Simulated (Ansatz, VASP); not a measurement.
# CdSe in VASP and in Ansatz

Contents of INCAR:

```
PREC = Accurate
ENCUT = 600
EDIFF = 1E-6
ISMEAR = -1
SIGMA = 0.05
LREAL = F
LASPH = T
NELM = 80
ALGO = Normal
ISIF = 3
LWAVE = F
LCHARG = F
GGA = PS
IVDW = 12
IBRION = 2
NSW = 80
EDIFFG = -0.005
```

File KPOINTS:

```
regular mesh
0
Gamma
  8 8 8
```

POSCAR

```
CdSe
1.0
    0.0000000000      3.0702711986      3.0702711986
    3.0702711986      0.0000000000      3.0702711986
    3.0702711986      3.0702711986      0.0000000000
Cd Se
1 1
Direct
    0.0000000000      0.0000000000      0.0000000000
    0.2500000000      0.2500000000      0.2500000000
```

Contents of input.yaml:

```yaml
crystal:
  lattice:
    - [0.0, 3.0702711986, 3.0702711986]
    - [3.0702711986, 0.0, 3.0702711986]
    - [3.0702711986, 3.0702711986, 0.0]
  atoms:
    - { symbol: Cd, position: [0.0, 0.0, 0.0] }
    - { symbol: Se, position: [0.25, 0.25, 0.25] }
kpoints:
  mp_grid: { grid: [8, 8, 8] }
scf:
  occupations: { method: fermi_dirac, width: 0.05 }
hamiltonian:
  xc: pbesol
  dispersion: d3bj
  pseudopotentials: { kind: all_electron, lapw: { basis_error: 0.001 } }
output:
  forces: true
  stress: true
relax:
  f_tol: 0.005
  max_steps: 60
  cell: {}
```

Alike in both runs: task relaxation of cell and atoms; functional PBEsol; dispersion D3(BJ); k mesh 8 × 8 × 8; occupations fermi-dirac, width 0.05 eV; no spin polarisation.

|  | VASP | Ansatz |
| --- | --- | --- |
| version | VASP 6.6.1 | Ansatz 0.2.0 |
| potentials or method | VASP PAW PBE potentials, release 64 (Cd, Se), cutoff 600 eV | all-electron LAPW, scalar-relativistic |

Ansatz gave:

- relaxed volume (Å³/atom): 27.25
- relaxed cell length with the largest relative difference (Å): 4.256

Q: Which values does VASP return?

A: Relaxed volume (Å³/atom): 27.40; relaxed cell length with the largest relative difference (Å): 4.263.

VASP's potentials were made for PBE, not for PBEsol. Ansatz ran all-electron here, and VASP with PAW potentials.
